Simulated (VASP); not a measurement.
Crystal: BN.

```
B N
1.0
     2.54395    0.00000    0.00000
    -1.27197    2.20312    0.00000
     0.00000    0.00000    4.20782
B N
2 2
Direct
  0.66667 0.33333 0.00020
  0.33333 0.66667 0.50020
  0.66667 0.33333 0.37480
  0.33333 0.66667 0.87480
```

Program: VASP 6.6.1. Alike in all runs: task single point; no spin polarisation; cell as given; k mesh 6 × 6 × 4; cutoff (eV) 520; smearing gaussian 0.01 eV.

Problem. Order these runs on this cell by their pressure, lowest first.
A. level HSE06; potentials or basis VASP PAW PBE potentials, release 64 (B, N); grid for exact exchange (PRECFOCK) Normal; share of exact exchange 0.25; screening parameter 0.2079 1/Å
B. level r2SCAN; potentials or basis VASP PAW PBE potentials, release 64 (B, N)
C. level PBE; potentials or basis VASP PAW PBE potentials, release 64 (B, N)
D. level LDA; potentials or basis VASP PAW LDA potentials, release 64 (B, N)

Solution. D (-8.4 GPa), A (-3.9 GPa), B (1.1 GPa), C (5.0 GPa).

Caveats: all runs use coarse meshes; the PAW data sets were made with another functional, which shifts forces and pressure a little (at least some runs).
